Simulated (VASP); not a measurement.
Write the native input for VASP 6.6.1 that does the following.

```
Task                   : single point
Functional             : PBE
Potentials or basis    : VASP PAW PBE potentials, release 64 (W_sv, Sb)
Cutoff                 : 520 eV
k mesh                 : 12 × 12 × 6
Occupations            : gaussian, width 0.05 eV
Spin                   : no spin polarisation
Dipole correction      : no
Further INCAR settings : ALGO = Normal; EDIFF = 1e-07; NBANDS = 19; ISYM = 0
```

The structure of Sb2W lies in POSCAR:

```
Sb2W
1.0
    3.4649380352      0.0000000000      0.0000000000
   -1.7324690176      3.0007243611      0.0000000000
    0.0000000000      0.0000000000      6.7174239015
W Sb
1 2
Direct
    0.0000000000      0.0000000000      0.0000000000
    0.3333333333      0.6666666667      0.2847523219
    0.6666666667      0.3333333333      0.7152476781
```

These files were run (other wordings do the same):

INCAR

```
SYSTEM = Sb2W
PREC = Accurate
ENCUT = 520
EDIFF = 1E-7
ISMEAR = 0
SIGMA = 0.05
LREAL = .False.
LASPH = .True.
NELM = 80
ALGO = Normal
ISIF = 2
LWAVE = .False.
LCHARG = .False.
GGA = PE
NBANDS = 19
ISYM = 0
```

KPOINTS

```
Automatic mesh
0
Gamma
  12 12 6
  0 0 0
```

Potentials or basis: VASP PAW PBE potentials, release 64 (W_sv, Sb).

Command:

```bash
$ cat potpaw_PBE.64/W_sv/POTCAR potpaw_PBE.64/Sb/POTCAR > POTCAR
$ mpirun -np 1 vasp_std > vasp.out
```

It gave:

- Pressure: -0.1 GPa
- Largest force: 0.010 eV/Å
- Band gap on the k mesh: zero (bands 12 and 13 overlap by 0.31 eV)

Caveat: spin-orbit coupling is left out, which moves the levels of the heavy elements.

It took 12 min on 1 thread of Intel(R) Xeon(R) Platinum 8259CL CPU @ 2.50GHz (Skylake/Cascade Lake), with other jobs on the host, peak memory 0.64 GiB.
